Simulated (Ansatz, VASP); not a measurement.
Ta: VASP beside Ansatz

Contents of INCAR:

```
SYSTEM = Ta
  ALGO = Normal
  EDIFF = 1E-7
  ENCUT = 520
  GGA = PE
  ISIF = 2
  ISMEAR = 0
  LASPH = .TRUE.
  LCHARG = .FALSE.
  LREAL = .FALSE.
  LWAVE = .FALSE.
  NBANDS = 12
  NELM = 100
  PREC = Accurate
  SIGMA = 0.15
```

The input KPOINTS:

```
k-points
0
G
  20 20 20
  0 0 0
```

POSCAR

```
Ta
1.0
   -1.4054451326      1.4054451326      2.2674046325
    1.4054451326     -1.4054451326      2.2674046325
    1.4054451326      1.4054451326     -2.2674046325
Ta
1
Direct
    0.0000000000      0.0000000000      0.0000000000
```

Input for Ansatz:

```yaml
crystal:
  lattice:
    - [-1.4054451326, 1.4054451326, 2.2674046325]
    - [1.4054451326, -1.4054451326, 2.2674046325]
    - [1.4054451326, 1.4054451326, -2.2674046325]
  atoms:
    - { symbol: Ta, position: [0.0, 0.0, 0.0] }
basis:
  ecutwfc: 420
kpoints:
  mp_grid: { grid: [20, 20, 20] }
hamiltonian:
  xc: pbe
  pseudopotentials: { kind: paw, azcp: { folder: soft_1 } }
scf:
  occupations: { method: gaussian, width: 0.15 }
output:
  forces: true
  stress: true
  eigenvalues: true
```

Alike in both runs: task single point; functional PBE; k mesh 20 × 20 × 20; occupations gaussian, width 0.15 eV; no spin polarisation.

|  | VASP | Ansatz |
| --- | --- | --- |
| version | VASP 6.6.1 | Ansatz 0.2.0 |
| potentials or method | VASP PAW PBE potentials, release 64 (Ta_pv), cutoff 520 eV | scalar-relativistic, plane waves, PAW |
| valence electrons in the cell | 11 | 13 |

Ansatz gave:

| Item | Value |
| --- | --- |
| gap on the k mesh at the Fermi level (eV) | none |
| pressure (GPa) | 8.3 |
| traceless stress, the component that is largest in VASP (GPa) | 5.40 |

Question: Which values does VASP return?

Answer: gap on the k mesh at the Fermi level (eV): none; pressure (GPa): 8.5; traceless stress, the component that is largest in VASP (GPa): 5.39.

A gap of «none» marks a metal or a gap that the smearing closes. VASP's potentials hold 11 valence electrons a cell and Ansatz's 13, so a difference there can come from the potentials and not from the codes.

Neither program's run includes spin-orbit coupling.
